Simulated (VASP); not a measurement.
Write the native input for VASP 6.6.1 that does the following.

```
Task                   : single point
Functional             : r2SCAN
Potentials or basis    : VASP PAW PBE potentials, release 64 (Sn_d, Se)
Cutoff                 : 520 eV
k mesh                 : 6 × 6 × 4
Occupations            : gaussian, width 0.01 eV
Spin                   : no spin polarisation
Dipole correction      : no
Further INCAR settings : ALGO = Normal; EDIFF = 1e-07; NBANDS = 28
```

The system is SnSe.

```
Sn Se
1.0
     4.21934    0.00000    0.00000
     0.00000    4.21934    0.00000
     0.00000    0.00000    5.99302
Sn Se
2 2
Direct
  0.50000 0.00000 0.25009
  0.00000 0.50000 0.74991
  0.50000 0.00000 0.74990
  0.00000 0.50000 0.25010
```

One way to write it, as run:

POSCAR

```
SnSe
1.0
    4.2193387754      0.0000000000      0.0000000000
    0.0000000000      4.2193387754      0.0000000000
    0.0000000000      0.0000000000      5.9930246257
Sn Se
2 2
Direct
    0.5000000000      0.0000000000      0.2500913545
    0.0000000000      0.5000000000      0.7499086455
    0.5000000000      0.0000000000      0.7498973803
    0.0000000000      0.5000000000      0.2501026197
```

INCAR.step1

```
SYSTEM = SnSe
  PREC = Accurate
  ENCUT = 520
  ISMEAR = 0
  SIGMA = 0.01
  LREAL = .FALSE.
  LASPH = .TRUE.
  NELM = 100
  NBANDS = 28
  GGA = PE
  ALGO = Normal
  EDIFF = 1E-4
  LWAVE = .TRUE.
  LCHARG = .FALSE.
```

INCAR.step2

```
SYSTEM = SnSe
  PREC = Accurate
  ENCUT = 520
  EDIFF = 1E-7
  ISMEAR = 0
  SIGMA = 0.01
  LREAL = .FALSE.
  LASPH = .TRUE.
  NELM = 100
  ALGO = Normal
  ISIF = 2
  LWAVE = .FALSE.
  LCHARG = .TRUE.
  METAGGA = R2SCAN
  LMIXTAU = .TRUE.
  LELF = .TRUE.
  LVHAR = .TRUE.
  NBANDS = 28
  ISTART = 1
```

KPOINTS

```
regular mesh
0
G
  6 6 4
  0 0 0
```

Potentials or basis: VASP PAW PBE potentials, release 64 (Sn_d, Se).

The run is started by

```console
$ cat potpaw_PBE.64/Sn_d/POTCAR potpaw_PBE.64/Se/POTCAR > POTCAR
$ cp INCAR.step1 INCAR
$ mpirun -np 1 vasp_std > vasp.out
$ cp INCAR.step2 INCAR
$ mpirun -np 1 vasp_std > vasp.out
```

Results of the run:

```json
{"Pressure": "0.9 GPa", "Band gap on the k mesh": "0.56 eV"}
```

Caveat: the PAW data sets were made with another functional, which shifts forces and pressure a little; spin-orbit coupling is left out, which moves the levels of the heavy elements.

It took 3.2 min on 1 thread of AMD EPYC 9R45 96-Core Processor (Zen 5), on a shared host, peak memory 0.23 GiB.
